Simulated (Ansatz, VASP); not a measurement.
## BN: VASP beside Ansatz

```xyz
2
Lattice="0.0000 1.8075 1.8437 1.8075 0.0000 1.8437 1.8075 1.8075 0.0000" Properties=species:S:1:pos:R:3 pbc="T T T"
B     0.0000    0.0000    0.0000
N     0.9038    0.9038    0.9218
```

Alike in both runs: task single point; functional PBEsol; k mesh 10 × 10 × 10; occupations fermi-dirac, width 0.02 eV; no spin polarisation.

|  | VASP | Ansatz |
| --- | --- | --- |
| version | VASP 6.6.1 | Ansatz 0.2.0 |
| potentials or method | VASP PAW PBE potentials, release 64 (B, N), cutoff 600 eV | plane waves, PAW |
| valence electrons in the cell | 8 | 8 |

```csv
,VASP,Ansatz,Ansatz less VASP
pressure (GPa),-9.9,-10.1,-0.20
"traceless stress, the component that is largest in VASP (GPa)",-8.07,-8.08,-0.001
```

VASP's potentials were made for PBE, not for PBEsol. With one functional, cell and mesh, what is left measures potentials, basis and numerics.
